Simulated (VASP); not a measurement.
# TiO2 (Rutile) (P4_2/mnm) in VASP: further runs, part 2 of 2

VASP 6.6.1. The steps go on from the part before.

### Step 4. Single point, PBE (z stretched by -3 %, then relaxed in part)

INCAR

```
ALGO = Normal
EDIFF = 1E-7
ENCUT = 520
GGA = PE
ISIF = 2
ISMEAR = -1
LASPH = T
LCHARG = F
LREAL = F
LWAVE = F
NBANDS = 33
NELM = 80
PREC = Accurate
SIGMA = 0.02
```

KPOINTS

```
k-points
0
Gamma
  7 7 10
```

POSCAR

```
TiO2
1.0
    4.5940000000      0.0000000000      0.0000000000
    0.0000000000      4.5940000000      0.0000000000
    0.0000000000      0.0000000000      2.8702300000
Ti O
2 4
Direct
    0.0000000000      0.0000000000      0.0000000000
    0.5000000000      0.5000000000      0.5000000000
    0.3028121709      0.3028121709      0.0000000000
    0.1971878291      0.8028121709      0.5000000000
    0.6971878291      0.6971878291      0.0000000000
    0.8028121709      0.1971878291      0.5000000000
```

Potentials or basis: VASP PAW PBE potentials, release 64 (Ti_sv, O).

Command:

```
> cat potpaw_PBE.64/Ti_sv/POTCAR potpaw_PBE.64/O/POTCAR > POTCAR
> mpirun -np 1 vasp_std > vasp.out
```

OUTCAR:

```text
EDIFF = 1E-7
   ENCUT = 520
   GGA = PE
   ISIF = 2
   ISMEAR = -1
   LASPH = T
   LREAL = F
   NELM = 80
   PREC = Accurate

 ion  position               nearest neighbor table
   1  0.000  0.000  0.000-   4 1.92   6 1.92   4 1.92   6 1.92   5 1.97   3 1.97
   2  0.500  0.500  0.500-   3 1.92   5 1.92   3 1.92   5 1.92   4 1.97   6 1.97
   3  0.303  0.303  0.000-   2 1.92   2 1.92   1 1.97
   4  0.197  0.803  0.500-   1 1.92   1 1.92   2 1.97
   5  0.697  0.697  0.000-   2 1.92   2 1.92   1 1.97
   6  0.803  0.197  0.500-   1 1.92   1 1.92   2 1.97

  LATTYP: Found a simple tetragonal cell.
 ALAT       =     4.5940000000
 C/A-ratio  =     0.6247779713

  Lattice vectors:

 A1 = (   4.5940000000,   0.0000000000,   0.0000000000)
 A2 = (   0.0000000000,   4.5940000000,   0.0000000000)
 A3 = (   0.0000000000,   0.0000000000,   2.8702300000)

Analysis of symmetry for initial positions (statically):
=====================================================================
 Subroutine PRICEL returns:
 Original cell was already a primitive cell.

 Routine SETGRP: Setting up the symmetry group for a
 simple tetragonal supercell.

 Subroutine GETGRP returns: Found 16 space group operations
 (whereof  8 operations were pure point group operations)
 out of a pool of 16 trial point group operations.

The static configuration has the point symmetry D_2h.
 The point group associated with its full space group is D_4h.

Analysis of symmetry for dynamics (positions and initial velocities):
=====================================================================
 Subroutine PRICEL returns:
 Original cell was already a primitive cell.

 Routine SETGRP: Setting up the symmetry group for a
 simple tetragonal supercell.

 Subroutine GETGRP returns: Found 16 space group operations
 (whereof  8 operations were pure point group operations)
 out of a pool of 16 trial point group operations.

The dynamic configuration has the point symmetry D_2h.
 The point group associated with its full space group is D_4h.

 Subroutine INISYM returns: Found 16 space group operations
 (whereof  8 operations are pure point group operations),
 and found     1 'primitive' translations

----------------------------------------------------------------------------------------

                                     Primitive cell

  volume of cell :      60.5757

  direct lattice vectors                    reciprocal lattice vectors
     4.594000000  0.000000000  0.000000000     0.217675229  0.000000000  0.000000000
     0.000000000  4.594000000  0.000000000     0.000000000  0.217675229  0.000000000
     0.000000000  0.000000000  2.870230000     0.000000000  0.000000000  0.348404135

  length of vectors
     4.594000000  4.594000000  2.870230000     0.217675229  0.217675229  0.348404135

  position of ions in fractional coordinates (direct lattice)
     0.000000000  0.000000000  0.000000000
     0.500000000  0.500000000  0.500000000
     0.302812171  0.302812171  0.000000000
     0.197187829  0.802812171  0.500000000
     0.697187829  0.697187829  0.000000000
     0.802812171  0.197187829  0.500000000

  ion indices of the primitive-cell ions
   primitive index   ion index
                 1           1
                 2           2
                 3           3
                 4           4
                 5           5
                 6           6

----------------------------------------------------------------------------------------

 KPOINTS: k-points

Automatic generation of k-mesh.
 Grid dimensions read from file:
 generate k-points for:    7    7   10

 Generating k-lattice:

  Cartesian coordinates                     Fractional coordinates (reciprocal lattice)
     0.031096461  0.000000000  0.000000000     0.142857143  0.000000000  0.000000000
     0.000000000  0.031096461  0.000000000     0.000000000  0.142857143  0.000000000
     0.000000000  0.000000000  0.034840413     0.000000000  0.000000000  0.100000000

  Length of vectors
     0.031096461  0.031096461  0.034840413

  Shift w.r.t. Gamma in fractional coordinates (k-lattice)
     0.000000000  0.000000000  0.000000000

 Subroutine IBZKPT returns following result:
 ===========================================

 Found     60 irreducible k-points:

 Following reciprocal coordinates:
            Coordinates               Weight
  0.000000  0.000000  0.000000      1.000000
  0.142857  0.000000  0.000000      4.000000
  0.285714  0.000000  0.000000      4.000000
  0.428571  0.000000  0.000000      4.000000
  0.142857  0.142857  0.000000      4.000000
  0.285714  0.142857  0.000000      8.000000
[... 16 lines left out ...]
  0.285714  0.000000  0.200000      8.000000
  0.428571  0.000000  0.200000      8.000000
 [... further k-points ...]
   k-points           NKPTS =     60   k-points in BZ     NKDIM =     60   number of bands    NBANDS=     33
   number of dos      NEDOS =    301   number of ions     NIONS =      6
   total plane-waves  NPLWV =  31104
   dimension x,y,z NGX =    36 NGY =   36 NGZ =   24
   dimension x,y,z NGXF=    72 NGYF=   72 NGZF=   48
   ions per type =               2   4
   NGX,Y,Z   is equivalent  to a cutoff of  13.03, 13.03, 13.90 a.u.
   NGXF,Y,Z  is equivalent  to a cutoff of  26.06, 26.06, 27.80 a.u.
 SYSTEM =  unknown system
   PREC   = accura    normal or accurate (medium, high low for compatibility)
   ISTART =      0    job   : 0-new  1-cont  2-samecut
   ICHARG =      2    charge: 1-file 2-atom 10-const
   ISPIN  =      1    spin polarized calculation?
   LNONCOLLINEAR =      F non collinear calculations
   LSORBIT =      F    spin-orbit coupling
   LASPH  =      T    aspherical Exc in radial PAW
   ENCUT  =  520.0 eV  38.22 Ry    6.18 a.u.   8.54  8.54  5.34*2*pi/ulx,y,z
   NELM   =     80;   NELMIN=  2; NELMDL= -5     # of ELM steps
   EDIFF  = 0.1E-06   stopping-criterion for ELM
   LREAL  =      F    real-space projection
   EDIFFG = 0.1E-05   stopping-criterion for IOM
   NSW    =      0    number of steps for IOM
   IBRION =     -1    ionic relax: 0-MD 1-quasi-New 2-CG
   NFREE  =      0    steps in history (QN), initial steepest desc. (CG)
   ISIF   =      2    stress and relaxation
   ISYM   =      2    0-nonsym 1-usesym 2-fastsym
   POTIM  = 0.5000    time-step for ionic-motion
   TEBEG  =    0.0;   TEEND  =   0.0 temperature during run
   PSTRESS=    0.0 pullay stress
   NELECT =      48.0000    total number of electrons
   NUPDOWN=      -1.0000    fix difference up-down
   EMIN   =  10.00;   EMAX   =-10.00  energy-range for DOS
   EFERMI =   0.00;   METHOD = LEGACY
   ISMEAR =    -1;   SIGMA  =   0.02  broadening in eV -4-tet -1-fermi 0-gaus
   EFERMI_NEDOS =   21; number of points for ismear=-14 and -15
   IALGO  =     38    algorithm
   IMIX   =      4    mixing-type and parameters
     AMIX     =   0.40;   BMIX     =  1.00
     AMIX_MAG =   1.60;   BMIX_MAG =  1.00
  volume/ion in A,a.u.               =      10.10        68.13
  Fermi-wavevector in a.u.,A,eV,Ry     =   1.514918  2.862779 31.225036  2.294975
  Thomas-Fermi vector in A             =   2.624511
   LORBIT       =      0    0 simple, 1 ext, 2 COOP (PROOUT), +10 PAW based schemes
   GGA     = PE    functional components
[... 5 lines left out ...]
 non-spin polarized calculation
  energy-cutoff  :      520.00
  volume of cell :       60.58
 maximum number of plane-waves:      1648
 NGX is ok and might be reduce to    36
   NGX = 17   NGY = 17   NGZ = 11

 number of electron      48.0000019 magnetization

 Free energy of the ion-electron system (eV)
  ---------------------------------------------------
  ext. energy  EPLUGINS =         0.00000000
  ---------------------------------------------------
  free energy    TOTEN  =       -53.49331025 eV

  energy without entropy =      -53.49331025  energy(sigma->0) =      -53.49331025

 E-fermi :   5.5070     XC(G=0): -11.5676

 val. band max:        5.0972449591   @ k =   0.0000   0.0000   0.0000
 cond. band min:       6.9978701424   @ k =   0.0000   0.0000   0.0000
 fundamental gap:      1.9006251833
 Fermi energy:         5.5070186366

 k-point     1 :       0.0000    0.0000    0.0000
  band No.  band energies     occupation
      1     -51.6527      2.00000
      2     -51.6336      2.00000
      3     -27.9928      2.00000
      4     -27.9928      2.00000
      5     -27.8069      2.00000
      6     -27.8069      2.00000
[... 853 lines left out ...]
     32      10.7413      0.00000
     33      11.7380      0.00000

 [... further k-points ...]
[... 5 lines left out ...]
  --------------------------------------------------------------------------------------
  -------------------------------------------------------------------------------------
  Total        4.2134239      4.2134239      8.0516583      0.0000000      0.0000000      0.0000000
  in kB      111.4415266    111.4415266    212.9596079      0.0000000      0.0000000      0.0000000
  external PRESSURE =     145.2808870 kB  Pullay stress =       0.0000000 kB

 VOLUME and BASIS-vectors are now :
 -----------------------------------------------------------------------------
  energy-cutoff  :      520.00
  volume of cell :       60.58
      direct lattice vectors                 reciprocal lattice vectors
     4.594000000  0.000000000  0.000000000     0.217675229  0.000000000  0.000000000
     0.000000000  4.594000000  0.000000000     0.000000000  0.217675229  0.000000000
     0.000000000  0.000000000  2.870230000     0.000000000  0.000000000  0.348404135

 POSITION                                       TOTAL-FORCE (eV/Angst)
 -----------------------------------------------------------------------------------
      0.00000      0.00000      0.00000         0.000000     -0.000000      0.000000
      2.29700      2.29700      1.43511         0.000000     -0.000000      0.000000
      1.39112      1.39112      0.00000        -0.023845     -0.023845     -0.000000
      0.90588      3.68812      1.43511         0.023845     -0.023845     -0.000000
      3.20288      3.20288      0.00000         0.023845      0.023845      0.000000
      3.68812      0.90588      1.43511        -0.023845      0.023845      0.000000
 -----------------------------------------------------------------------------------
    total drift:                                0.000000      0.000000      0.000000

  FREE ENERGIE OF THE ION-ELECTRON SYSTEM (eV)
  ---------------------------------------------------
  free  energy   TOTEN  =       -53.4933102530 eV

  energy  without entropy=      -53.4933102530  energy(sigma->0) =      -53.49331025
```

It took 93 s on 1 thread of Intel Xeon Platinum 8488C (Sapphire Rapids), shared host; peak memory 0.23 GiB.

Results:

```yaml
Free_energy: -53.4933 eV
Pressure: 14.5 GPa
Largest_force: 0.034 eV/Å
Band_gap_on_the_k_mesh: 1.90 eV, direct
```

Forces in eV/Å, atoms in the order of the input:
```
Ti   0.000  0.000  0.000
Ti   0.000  0.000  0.000
O   -0.024 -0.024  0.000
O    0.024 -0.024  0.000
O    0.024  0.024  0.000
O   -0.024  0.024  0.000
```

Levels at points of the mesh, in eV from the valence-band top:
```tsv
k point	band 20	band 21	band 22	band 23	band 24	band 25	band 26	band 27	band 28	band 29
(0.00, 0.00, 0.00)	-1.79	-0.58	-0.47	-0.47	0.00	1.90	2.13	2.60	2.72	2.72
(0.00, 0.00, 0.50)	-2.95	-2.38	-2.38	-1.44	-1.44	3.12	3.12	3.61	3.61	3.79
```

Caveat: the cell differs from its parent crystal (z stretched by -3 %, then relaxed in part).

### Step 5. Single point, PBE (volume scaled by 0.98, then relaxed in part)

INCAR

```
SYSTEM = TiO2
ALGO = Normal
EDIFF = 1E-6
ENCUT = 520
GGA = PE
ISIF = 2
ISMEAR = -1
LASPH = .True.
LCHARG = .False.
LREAL = .False.
LWAVE = .False.
NBANDS = 33
NELM = 60
PREC = Accurate
SIGMA = 0.02
```

KPOINTS

```
k-points
0
Gamma
  7 7 10
  0 0 0
```

POSCAR

```
TiO2
1.0
    4.5631668562      0.0000000000      0.0000000000
    0.0000000000      4.5631668562      0.0000000000
    0.0000000000      0.0000000000      2.9391403412
Ti O
2 4
Direct
    0.0000000000      0.0000000000      0.0000000000
    0.5000000000      0.5000000000      0.5000000000
    0.3035897446      0.3035897446      0.0000000000
    0.1964102554      0.8035897446      0.5000000000
    0.6964102554      0.6964102554      0.0000000000
    0.8035897446      0.1964102554      0.5000000000
```

Command:

```
> cat potpaw_PBE.64/Ti_sv/POTCAR potpaw_PBE.64/O/POTCAR > POTCAR
> mpirun -np 1 vasp_std > vasp.out
```

Wall time 82 s (1 thread of Intel Xeon Platinum 8488C (Sapphire Rapids), shared host); peak memory 0.23 GiB.

Results (log left out):

```yaml
Free_energy: -53.5826 eV
Pressure: 10.5 GPa
Largest_force: 0.024 eV/Å
Band_gap_on_the_k_mesh: 1.86 eV, direct
```

Forces in eV/Å, atoms in the order of the input:
```
Ti   0.000  0.000  0.000
Ti   0.000  0.000  0.000
O   -0.017 -0.017  0.000
O    0.017 -0.017  0.000
O    0.017  0.017  0.000
O   -0.017  0.017  0.000
```

Stress tensor (GPa, compression positive):
```
10.40  0.00  0.00
 0.00 10.40  0.00
 0.00  0.00 10.84
```

Levels at points of the mesh, in eV from the valence-band top:
| k point | band 22 | band 23 | band 24 | band 25 | band 26 | band 27 |
| --- | --- | --- | --- | --- | --- | --- |
| (0.00, 0.00, 0.00) | -0.48 | -0.48 | 0.00 | 1.86 | 2.15 | 2.41 |
| (0.00, 0.00, 0.50) | -2.48 | -1.45 | -1.45 | 3.04 | 3.04 | 3.24 |

 A k mesh can miss the band edges.

### Step 6. Single point, PBE (z stretched by -2 %, then relaxed in part)

INCAR

```
ALGO = Normal ; EDIFF = 1E-6
ENCUT = 520 ; GGA = PE
ISIF = 2 ; ISMEAR = -1
LASPH = True ; LCHARG = False
LREAL = False ; LWAVE = False
NBANDS = 33 ; NELM = 60
PREC = Accurate ; SIGMA = 0.02
```

KPOINTS

```
k-points
0
Gamma
  7 7 10
```

POSCAR

```
TiO2
1.0
    4.5940000000      0.0000000000      0.0000000000
    0.0000000000      4.5940000000      0.0000000000
    0.0000000000      0.0000000000      2.8998200000
Ti O
2 4
Direct
    0.0000000000      0.0000000000      0.0000000000
    0.5000000000      0.5000000000      0.5000000000
    0.3033461720      0.3033461720      0.0000000000
    0.1966538280      0.8033461720      0.5000000000
    0.6966538280      0.6966538280      0.0000000000
    0.8033461720      0.1966538280      0.5000000000
```

Potentials or basis: VASP PAW PBE potentials, release 64 (Ti_sv, O).

Command:

```
> cat potpaw_PBE.64/Ti_sv/POTCAR potpaw_PBE.64/O/POTCAR > POTCAR
> mpirun -np 1 vasp_std > vasp.out
```

Run time: 91 s. Hardware: 1 thread of Intel Xeon Platinum 8488C (Sapphire Rapids), shared host; peak memory 0.23 GiB.

It converged, with:

| Item | Value |
| --- | --- |
| Free energy | -53.5657 eV |
| Pressure | 11.4 GPa |
| Largest force | 0.030 eV/Å |
| Band gap on the k mesh | 1.88 eV, direct |

Forces on the atoms (eV/Å):
```
Ti   0.000  0.000  0.000
Ti   0.000  0.000  0.000
O   -0.021 -0.021  0.000
O    0.021 -0.021  0.000
O    0.021  0.021  0.000
O   -0.021  0.021  0.000
```

Stress tensor (GPa, compression positive):
```
 9.26  0.00  0.00
 0.00  9.26  0.00
 0.00  0.00 15.56
```

Levels at points of the mesh, in eV from the valence-band top:
```csv
k point,band 20,band 21,band 22,band 23,band 24,band 25,band 26,band 27,band 28,band 29
"(0.00, 0.00, 0.00)",-1.86,-0.63,-0.47,-0.47,0.00,1.88,2.14,2.52,2.63,2.63
"(0.00, 0.00, 0.50)",-2.89,-2.38,-2.38,-1.44,-1.44,3.06,3.06,3.45,3.45,3.74
```

Caveat: the cell differs from its parent crystal (z stretched by -2 %, then relaxed in part).

### Step 7. Summary

| cell | gap on the mesh (eV) | pressure (GPa) | largest force (eV/Å) |
| --- | --- | --- | --- |
| a = 4.500, b = 4.500, c = 2.899 Å, 6 atoms | 1.92 | 22.5 | 0.02 |
| a = 4.532, b = 4.532, c = 2.919 Å, 6 atoms | 1.89 | 16.2 | 0.02 |
| a = 4.594, b = 4.594, c = 2.870 Å, 6 atoms | 1.90 | 14.5 | 0.03 |
| a = 4.563, b = 4.563, c = 2.939 Å, 6 atoms | 1.86 | 10.5 | 0.02 |
| a = 4.594, b = 4.594, c = 2.900 Å, 6 atoms | 1.88 | 11.4 | 0.03 |

Alike in all rows: task single point; level PBE; potentials or basis VASP PAW PBE potentials, release 64 (Ti_sv, O); no spin polarisation; k mesh 7 × 7 × 10; cutoff (eV) 520; smearing fermi-dirac 0.02 eV.

Total energies depend on the potentials used, so only differences within one code and one set of settings carry meaning.
